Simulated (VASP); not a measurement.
CoBr:

```
Co Br
1.0
     3.49796    0.00000    0.00000
    -1.74898    3.02932    0.00000
     0.00000    0.00000    4.50203
Co Br
1 1
Cartesian
  0.0000 0.0000 0.0000
  0.0000 0.0000 2.2510
```

Base run:

```yaml
Program: VASP 6.6.1
Functional: PBE
Potentials_or_basis: VASP PAW PBE potentials, release 64 (Co, Br)
Cutoff: 520 eV
k_mesh: 6 × 6 × 4
Occupations: methfessel-paxton, width 0.1 eV
Spin: collinear spin, ferromagnetic start
Starting_moments: "[2.5, 0.0] μB"
Hubbard_terms: Co d U = 4.0 eV
```

Its results: pressure 6.9 GPa; net moment 2.02 μB per cell; site moments Co +1.96; Br +0.04 μB.

Problem. The run is repeated on the same cell with these changes: hubbard terms from Co d U = 4.0 eV to Co d U = 2.0 eV. What comes out?

Solution. Pressure 0.5 GPa; net moment 2.10 μB per cell; site moments Co +2.06; Br +0.14 μB.
